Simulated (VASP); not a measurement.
Wanted: the native input for a VASP 6.6.1 run.

```yaml
Task: single point
Functional: PBE
Potentials_or_basis: VASP PAW PBE potentials, release 64 (Na_pv, H)
Cutoff: 520 eV
k_mesh: 8 × 8 × 8
Occupations: gaussian, width 0.05 eV
Spin: no spin polarisation
Dipole_correction: no
Further_INCAR_settings: ALGO = Normal; EDIFF = 1e-07; NBANDS = 11
```

The structure of NaH lies in POSCAR:

```
NaH
1.0
    0.0000000000      2.4400000000      2.4400000000
    2.4400000000      0.0000000000      2.4400000000
    2.4400000000      2.4400000000      0.0000000000
Na H
1 1
Direct
   -0.0537909836     -0.0537909836      0.0537909836
    0.5000000000      0.5000000000      0.5000000000
```

This cell differs from its parent crystal: all Na atoms moved +0.263 Å, as atom 1 towards its neighbour atom 2 (H) at 2.440 Å.

One way to write it, as run:

INCAR

```
  PREC = Accurate
  ENCUT = 520
  EDIFF = 1E-7
  ISMEAR = 0
  SIGMA = 0.05
  LREAL = False
  LASPH = True
  NELM = 100
  ALGO = Normal
  ISIF = 2
  LWAVE = False
  LCHARG = False
  GGA = PE
  NBANDS = 11
```

KPOINTS

```
regular mesh
0
Gamma
  8 8 8
```

Potentials or basis: VASP PAW PBE potentials, release 64 (Na_pv, H).

Launch:

```bash
$ cat potpaw_PBE.64/Na_pv/POTCAR potpaw_PBE.64/H/POTCAR > POTCAR
$ mpirun -np 1 vasp_std > vasp.out
```

It gave:

```json
{
 "Pressure": "-0.1 GPa",
 "Largest force": "0.263 eV/Å",
 "Band gap on the k mesh": "3.70 eV, indirect (least direct gap 4.55 eV)"
}
```

Caveat: the cell differs from its parent crystal (all Na atoms moved +0.263 Å, as atom 1 towards its neighbour atom 2 (H) at 2.440 Å).

It took 13 s on 1 thread of Intel(R) Xeon(R) Platinum 8488C (Sapphire Rapids), on a shared host, peak memory 0.15 GiB.
